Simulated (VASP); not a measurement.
# RbBr in VASP: a series of runs, part 2 of 2

VASP 6.6.1.

## (3) Single point, PBE (volume changed by -3%)

INCAR reads:

```
ALGO = Normal ; EDIFF = 1E-7
ENCUT = 520 ; GGA = PE
ISIF = 2 ; ISMEAR = 0
LASPH = T ; LCHARG = F
LREAL = F ; LWAVE = F
NBANDS = 24 ; NELM = 80
PREC = Accurate ; SIGMA = 0.01
```

KPOINTS reads:

```
k-points
0
Gamma
  6 6 4
```

POSCAR reads:

```
RbBr
1.0
    5.8715724949      0.0000000000      0.0000000000
   -2.9357862475      5.0849309407      0.0000000000
    0.0000000000      0.0000000000      6.8866893259
Rb Br
2 2
Direct
    0.3333333333      0.6666666667     -0.0624917499
    0.6666666667      0.3333333333      0.4375082501
    0.3333333333      0.6666666667      0.4374917499
    0.6666666667      0.3333333333      0.9374917499
```

Potentials or basis: VASP PAW PBE potentials, release 64 (Rb_sv, Br).

Run with:

```
$ cat potpaw_PBE.64/Rb_sv/POTCAR potpaw_PBE.64/Br/POTCAR > POTCAR
$ mpirun -np 1 vasp_std > vasp.out
```

OUTCAR:

```text
EDIFF = 1E-7
   ENCUT = 520
   GGA = PE
   ISIF = 2
   ISMEAR = 0
   LASPH = T
   LREAL = F
   NELM = 80
   PREC = Accurate

 ion  position               nearest neighbor table
   1  0.333  0.667  0.938-   4 3.39   4 3.39   4 3.39   3 3.44   3 3.44   2 4.83   2 4.83   2 4.83
                             2 4.83   2 4.83   2 4.83
   2  0.667  0.333  0.438-   3 3.39   3 3.39   3 3.39   4 3.44   4 3.44   1 4.83   1 4.83   1 4.83
                             1 4.83   1 4.83   1 4.83
   3  0.333  0.667  0.437-   2 3.39   2 3.39   2 3.39   1 3.44   1 3.44
   4  0.667  0.333  0.937-   1 3.39   1 3.39   1 3.39   2 3.44   2 3.44

  LATTYP: Found a hexagonal cell.
 ALAT       =     5.8715724949
 C/A-ratio  =     1.1728867066

  Lattice vectors:

 A1 = (   5.8715724949,   0.0000000000,   0.0000000000)
 A2 = (  -2.9357862475,   5.0849309407,   0.0000000000)
 A3 = (   0.0000000000,   0.0000000000,   6.8866893259)

Analysis of symmetry for initial positions (statically):
=====================================================================
 Subroutine PRICEL returns:
[... 171 lines left out ...]

  energy without entropy =      -12.06020985  energy(sigma->0) =      -12.06020985

 E-fermi :  -2.5047     XC(G=0):  -6.1507

 val. band max:       -2.5851006429   @ k =   0.0000   0.0000   0.0000
 cond. band min:       1.4853404525   @ k =   0.0000   0.0000   0.0000
 fundamental gap:      4.0704410954
 Fermi energy:        -2.5047263409

 k-point     1 :       0.0000    0.0000    0.0000
  band No.  band energies     occupation
      1     -27.1957      2.00000
      2     -27.1865      2.00000
      3     -14.7029      2.00000
      4     -14.6608      2.00000
      5     -11.4022      2.00000
      6     -11.3550      2.00000
[... 556 lines left out ...]
     23       5.4414      0.00000
     24       5.4414      0.00000

------------------------ aborting loop because EDIFF is reached ----------------------------------------

  FORCE on cell =-STRESS in cart. coord.  units (eV):
  Direction    XX          YY          ZZ          XY          YZ          ZX
  --------------------------------------------------------------------------------------
  -------------------------------------------------------------------------------------
  Total        0.4435169      0.4435169      0.4611895     -0.0000000      0.0000000      0.0000000
  in kB        3.4559763      3.4559763      3.5936849     -0.0000000      0.0000000      0.0000000
  external PRESSURE =       3.5018792 kB  Pullay stress =       0.0000000 kB

 VOLUME and BASIS-vectors are now :
 -----------------------------------------------------------------------------
  energy-cutoff  :      520.00
  volume of cell :      205.61
      direct lattice vectors                 reciprocal lattice vectors
     5.871572495  0.000000000  0.000000000     0.170312127  0.098329752  0.000000000
    -2.935786247  5.084930941  0.000000000     0.000000000  0.196659505  0.000000000
     0.000000000  0.000000000  6.886689326     0.000000000  0.000000000  0.145207654

 POSITION                                       TOTAL-FORCE (eV/Angst)
 -----------------------------------------------------------------------------------
     -0.00000      3.38995      6.45633        -0.000000     -0.000000     -0.000060
      2.93579      1.69498      3.01298         0.000000      0.000000     -0.000060
     -0.00000      3.38995      3.01287        -0.000000      0.000000      0.000060
      2.93579      1.69498      6.45621         0.000000     -0.000000      0.000060
 -----------------------------------------------------------------------------------
    total drift:                               -0.000000      0.000000     -0.000210

  FREE ENERGIE OF THE ION-ELECTRON SYSTEM (eV)
  ---------------------------------------------------
  free  energy   TOTEN  =       -12.0602098469 eV

  energy  without entropy=      -12.0602098469  energy(sigma->0) =      -12.06020985
```

OSZICAR:

```text
N       E                     dE             d eps       ncg     rms          rms(c)
DAV:   1     0.223163411981E+03    0.22316E+03   -0.12652E+04  1008   0.108E+03
DAV:   2     0.102330566325E+02   -0.21293E+03   -0.20274E+03  1384   0.218E+02
DAV:   3    -0.122253648069E+02   -0.22458E+02   -0.22374E+02  1656   0.712E+01
DAV:   4    -0.127044414678E+02   -0.47908E+00   -0.47831E+00  1376   0.114E+01
DAV:   5    -0.127237949012E+02   -0.19353E-01   -0.19353E-01  1520   0.159E+00    0.400E+00
DAV:   6    -0.121049869292E+02    0.61881E+00   -0.89292E-01  1200   0.320E+00    0.273E+00
DAV:   7    -0.120166016448E+02    0.88385E-01   -0.47706E-01  1216   0.237E+00    0.135E+00
DAV:   8    -0.120494115585E+02   -0.32810E-01   -0.54745E-02  1256   0.962E-01    0.201E-01
DAV:   9    -0.120578552429E+02   -0.84437E-02   -0.17433E-02  1080   0.460E-01    0.154E-01
DAV:  10    -0.120598938386E+02   -0.20386E-02   -0.25821E-03  1040   0.257E-01    0.296E-02
DAV:  11    -0.120601424383E+02   -0.24860E-03   -0.36694E-04  1240   0.863E-02    0.201E-02
DAV:  12    -0.120602075041E+02   -0.65066E-04   -0.83691E-05  1056   0.553E-02    0.719E-03
DAV:  13    -0.120602090760E+02   -0.15719E-05   -0.24607E-06  1600   0.725E-03    0.575E-03
DAV:  14    -0.120602097280E+02   -0.65198E-06   -0.44422E-06  1128   0.102E-02    0.868E-04
DAV:  15    -0.120602098831E+02   -0.15505E-06   -0.21145E-07  1064   0.239E-03    0.538E-04
DAV:  16    -0.120602098469E+02    0.36165E-07   -0.23733E-08   952   0.875E-04
   1 F= -.12060210E+02 E0= -.12060210E+02  d E =-.344759E-32
```

stdout:

```text
POSCAR found type information on POSCAR RbBr
 POSCAR found :  2 types and       4 ions
 scaLAPACK will be used
 LDA part: xc-table for (Slater+PW92), standard interpolation
 POSCAR, INCAR and KPOINTS ok, starting setup
 FFT: planning ... GRIDC
 FFT: planning ... GRID_SOFT
 FFT: planning ... GRID
 WAVECAR not read
 entering main loop
```

It took 2.6 min on 1 thread of Intel Xeon Platinum 8488C (Sapphire Rapids), shared host; peak memory 0.37 GiB.

Results:

| Item | Value |
| --- | --- |
| Free energy | -12.0602 eV |
| Pressure | 0.4 GPa |
| Band gap on the k mesh | 4.07 eV, direct |

Levels at points of the mesh, in eV from the valence-band top:
```
           k point  band 13  band 14  band 15  band 16  band 17  band 18  band 19  band 20
(0.00, 0.00, 0.00)    -0.36    -0.27    -0.27     0.00     4.07     6.83     7.10     7.10
(0.50, 0.00, 0.00)    -0.32    -0.28    -0.16    -0.12     5.79     6.17     6.38     6.52
(0.00, 0.00, 0.50)    -0.33    -0.33    -0.33    -0.33     5.22     5.22     8.35     8.35
(0.50, 0.00, 0.50)    -0.27    -0.27    -0.24    -0.24     6.14     6.14     7.46     7.46
```

Caveat: the cell differs from its parent crystal (volume changed by -3%).

## (4) Single point, PBE

This run uses another cell than the first one, of 52.99 Å³/atom, 1.027 times its volume.

INCAR reads:

```
SYSTEM = RbBr
ALGO = Normal ; EDIFF = 1E-6
ENCUT = 520 ; GGA = PE
ISIF = 2 ; ISMEAR = 0
LASPH = .True. ; LCHARG = .True.
LELF = .True. ; LREAL = .False.
LVHAR = .True. ; LWAVE = .False.
NBANDS = 24 ; NELM = 100
PREC = Accurate ; SIGMA = 0.01
```

KPOINTS reads:

```
k-points
0
Gamma
  6 6 4
  0 0 0
```

POSCAR reads:

```
RbBr
1.0
    5.9314906383      0.0000000000      0.0000000000
   -2.9657453192      5.1368215751      0.0000000000
    0.0000000000      0.0000000000      6.9569665199
Rb Br
2 2
Direct
    0.3333333333      0.6666666667     -0.0624917499
    0.6666666667      0.3333333333      0.4375082501
    0.3333333333      0.6666666667      0.4374917499
    0.6666666667      0.3333333333      0.9374917499
```

Potentials or basis: VASP PAW PBE potentials, release 64 (Rb_sv, Br).

Run with:

```
$ cat potpaw_PBE.64/Rb_sv/POTCAR potpaw_PBE.64/Br/POTCAR > POTCAR
$ mpirun -np 1 vasp_std > vasp.out
```

OUTCAR:

```text
SYSTEM = RbBr
   EDIFF = 1E-6
   ENCUT = 520
   GGA = PE
   ISIF = 2
   ISMEAR = 0
   LASPH = .True.
   LREAL = .False.
   NELM = 100
   PREC = Accurate

 ion  position               nearest neighbor table
   1  0.333  0.667  0.938-   4 3.42   4 3.42   4 3.42   3 3.48   3 3.48   2 4.88   2 4.88   2 4.88
                             2 4.88   2 4.88   2 4.88
   2  0.667  0.333  0.438-   3 3.42   3 3.42   3 3.42   4 3.48   4 3.48   1 4.88   1 4.88   1 4.88
                             1 4.88   1 4.88   1 4.88
   3  0.333  0.667  0.437-   2 3.42   2 3.42   2 3.42   1 3.48   1 3.48
   4  0.667  0.333  0.937-   1 3.42   1 3.42   1 3.42   2 3.48   2 3.48

  LATTYP: Found a hexagonal cell.
 ALAT       =     5.9314906383
 C/A-ratio  =     1.1728867066

  Lattice vectors:

 A1 = (   5.9314906383,   0.0000000000,   0.0000000000)
 A2 = (  -2.9657453192,   5.1368215751,   0.0000000000)
 A3 = (   0.0000000000,   0.0000000000,   6.9569665199)

Analysis of symmetry for initial positions (statically):
=====================================================================
 Subroutine PRICEL returns:
 Original cell was already a primitive cell.

 Routine SETGRP: Setting up the symmetry group for a
 hexagonal supercell.

 Subroutine GETGRP returns: Found 12 space group operations
 (whereof  6 operations were pure point group operations)
 out of a pool of 24 trial point group operations.

The static configuration has the point symmetry C_3v.
 The point group associated with its full space group is C_6v.

Analysis of symmetry for dynamics (positions and initial velocities):
=====================================================================
 Subroutine PRICEL returns:
 Original cell was already a primitive cell.

 Routine SETGRP: Setting up the symmetry group for a
 hexagonal supercell.

 Subroutine GETGRP returns: Found 12 space group operations
[... 121 lines left out ...]
   IALGO  =     38    algorithm
   IMIX   =      4    mixing-type and parameters
     AMIX     =   0.40;   BMIX     =  1.00
     AMIX_MAG =   1.60;   BMIX_MAG =  1.00
  volume/ion in A,a.u.               =      52.99       357.61
  Fermi-wavevector in a.u.,A,eV,Ry     =   0.871697  1.647268 10.338457  0.759855
  Thomas-Fermi vector in A             =   1.990841
   LORBIT       =      0    0 simple, 1 ext, 2 COOP (PROOUT), +10 PAW based schemes
   GGA     = PE    functional components
   LHFCALC =     F    Hartree Fock is set to
   AEXX    =    0.0000 exact exchange contribution
   IVDW    =     0    specifies the selected vdW correction
   LEPSILON=     F    determine dielectric tensor
   LRPA    =     F    only Hartree local field effects (RPA)
 non-spin polarized calculation
 Gauss-broadening in eV      SIGMA  =   0.01
  energy-cutoff  :      520.00
  volume of cell :      211.97
 maximum number of plane-waves:      5733
 NGX is ok and might be reduce to    48
   NGX = 23   NGY = 23   NGZ = 25

 number of electron      31.9999999 magnetization

 Free energy of the ion-electron system (eV)
  ---------------------------------------------------
  ext. energy  EPLUGINS =         0.00000000
  ---------------------------------------------------
  free energy    TOTEN  =       -12.06785956 eV

  energy without entropy =      -12.06785956  energy(sigma->0) =      -12.06785956

 E-fermi :  -2.5399     XC(G=0):  -6.0492

 val. band max:       -2.6718933072   @ k =   0.0000   0.0000   0.0000
 cond. band min:       1.3547960210   @ k =   0.0000   0.0000   0.0000
 fundamental gap:      4.0266893282
 Fermi energy:        -2.5398649581

 k-point     1 :       0.0000    0.0000    0.0000
  band No.  band energies     occupation
      1     -27.3479      2.00000
      2     -27.3400      2.00000
      3     -14.7625      2.00000
      4     -14.7234      2.00000
      5     -11.5351      2.00000
      6     -11.4961      2.00000
[... 556 lines left out ...]
     23       5.3020      0.00000
     24       5.3020      0.00000

------------------------ aborting loop because EDIFF is reached ----------------------------------------

  FORCE on cell =-STRESS in cart. coord.  units (eV):
  Direction    XX          YY          ZZ          XY          YZ          ZX
  --------------------------------------------------------------------------------------
  -------------------------------------------------------------------------------------
  Total        0.0717524      0.0717524      0.0210459     -0.0000000      0.0000000      0.0000000
  in kB        0.5423364      0.5423364      0.1590743     -0.0000000      0.0000000      0.0000000
  external PRESSURE =       0.4145824 kB  Pullay stress =       0.0000000 kB

 VOLUME and BASIS-vectors are now :
 -----------------------------------------------------------------------------
  energy-cutoff  :      520.00
  volume of cell :      211.97
      direct lattice vectors                 reciprocal lattice vectors
     5.931490638  0.000000000  0.000000000     0.168591685  0.097336455  0.000000000
    -2.965745319  5.136821575  0.000000000     0.000000000  0.194672909  0.000000000
     0.000000000  0.000000000  6.956966520     0.000000000  0.000000000  0.143740810

 POSITION                                       TOTAL-FORCE (eV/Angst)
 -----------------------------------------------------------------------------------
     -0.00000      3.42455      6.52221        -0.000000      0.000000      0.000050
      2.96575      1.71227      3.04373         0.000000     -0.000000      0.000050
     -0.00000      3.42455      3.04362        -0.000000      0.000000     -0.000050
      2.96575      1.71227      6.52210         0.000000     -0.000000     -0.000050
 -----------------------------------------------------------------------------------
    total drift:                               -0.000000      0.000000     -0.000616

  FREE ENERGIE OF THE ION-ELECTRON SYSTEM (eV)
  ---------------------------------------------------
  free  energy   TOTEN  =       -12.0678595556 eV

  energy  without entropy=      -12.0678595556  energy(sigma->0) =      -12.06785956
```

OSZICAR:

```text
N       E                     dE             d eps       ncg     rms          rms(c)
DAV:   1     0.224304528260E+03    0.22430E+03   -0.12589E+04  1008   0.107E+03
DAV:   2     0.108709570507E+02   -0.21343E+03   -0.20397E+03  1408   0.217E+02
DAV:   3    -0.122552854280E+02   -0.23126E+02   -0.23042E+02  1648   0.720E+01
DAV:   4    -0.127271748702E+02   -0.47189E+00   -0.47138E+00  1376   0.116E+01
DAV:   5    -0.127499101585E+02   -0.22735E-01   -0.22734E-01  1560   0.178E+00    0.383E+00
DAV:   6    -0.121161684372E+02    0.63374E+00   -0.91017E-01  1192   0.319E+00    0.260E+00
DAV:   7    -0.120234530200E+02    0.92715E-01   -0.47771E-01  1240   0.234E+00    0.131E+00
DAV:   8    -0.120568019948E+02   -0.33349E-01   -0.54729E-02  1224   0.961E-01    0.207E-01
DAV:   9    -0.120652027701E+02   -0.84008E-02   -0.17553E-02  1128   0.453E-01    0.154E-01
DAV:  10    -0.120675471703E+02   -0.23444E-02   -0.25883E-03  1024   0.261E-01    0.316E-02
DAV:  11    -0.120677857548E+02   -0.23858E-03   -0.37212E-04  1264   0.843E-02    0.200E-02
DAV:  12    -0.120678577833E+02   -0.72029E-04   -0.95373E-05  1088   0.584E-02    0.824E-03
DAV:  13    -0.120678589236E+02   -0.11402E-05   -0.22635E-06  1232   0.769E-03    0.594E-03
DAV:  14    -0.120678595556E+02   -0.63208E-06   -0.56733E-06  1032   0.115E-02
   1 F= -.12067860E+02 E0= -.12067860E+02  d E =-.774614E-80
```

It took 2.2 min on 1 thread of Intel Xeon Platinum 8488C (Sapphire Rapids), shared host; peak memory 0.39 GiB.

Results:

- Free energy: -12.0679 eV
- Pressure: 0.0 GPa
- Band gap on the k mesh: 4.03 eV, direct

## (5) Summary

| cell | gap on the mesh (eV) | pressure (GPa) |
| --- | --- | --- |
| a = 5.890, b = 5.890, c = 6.870 Å, angles 90.0, 90.0, 120.0°, 4 atoms | 4.06 | 0.3 |
| a = 5.872, b = 5.872, c = 6.887 Å, angles 90.0, 90.0, 120.0°, 4 atoms | 4.07 | 0.4 |
| a = 5.931, b = 5.931, c = 6.957 Å, angles 90.0, 90.0, 120.0°, 4 atoms | 4.03 | 0.0 |

Alike in all rows: task single point; level PBE; potentials or basis VASP PAW PBE potentials, release 64 (Rb_sv, Br); no spin polarisation; k mesh 6 × 6 × 4; cutoff (eV) 520; smearing gaussian 0.01 eV.

Total energies depend on the potentials used, so only differences within one code and one set of settings carry meaning.
